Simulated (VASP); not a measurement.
A run of VASP 6.6.1:

INCAR

```
SYSTEM = InSb
PREC = Accurate
ENCUT = 520
EDIFF = 1E-6
ISMEAR = 0
SIGMA = 0.1
LREAL = .False.
LASPH = .True.
NELM = 60
ALGO = Normal
ISIF = 2
LWAVE = .False.
LCHARG = .False.
GGA = PE
NBANDS = 16
```

Contents of KPOINTS:

```
Automatic mesh
0
Gamma
  10 10 6
  0.5 0.5 0.5
```

POSCAR

```
InSb
1.0
    3.0766560000      0.0000000000      0.0000000000
    0.0000000000      3.0766560000      0.0000000000
    0.0000000000      0.0000000000      6.2154700000
In Sb
1 1
Direct
    0.0000000000      0.0000000000      0.0000000000
    0.0000000000      0.0000000000      0.5000000000
```

Potentials or basis: VASP PAW PBE potentials, release 64 (In_d, Sb).

Run with:

```bash
$ cat potpaw_PBE.64/In_d/POTCAR potpaw_PBE.64/Sb/POTCAR > POTCAR
$ mpirun -np 1 vasp_std > vasp.out
```

Hardware: 1 thread of Intel(R) Xeon(R) Platinum 8259CL CPU @ 2.50GHz (Skylake/Cascade Lake) (shared host).

Q: Estimate the wall time of this run.

A: It took 21 s on 1 thread of Intel(R) Xeon(R) Platinum 8259CL CPU @ 2.50GHz (Skylake/Cascade Lake), with other jobs on the host, peak memory 0.19 GiB. Counts: scf iterations 12, k points 45.
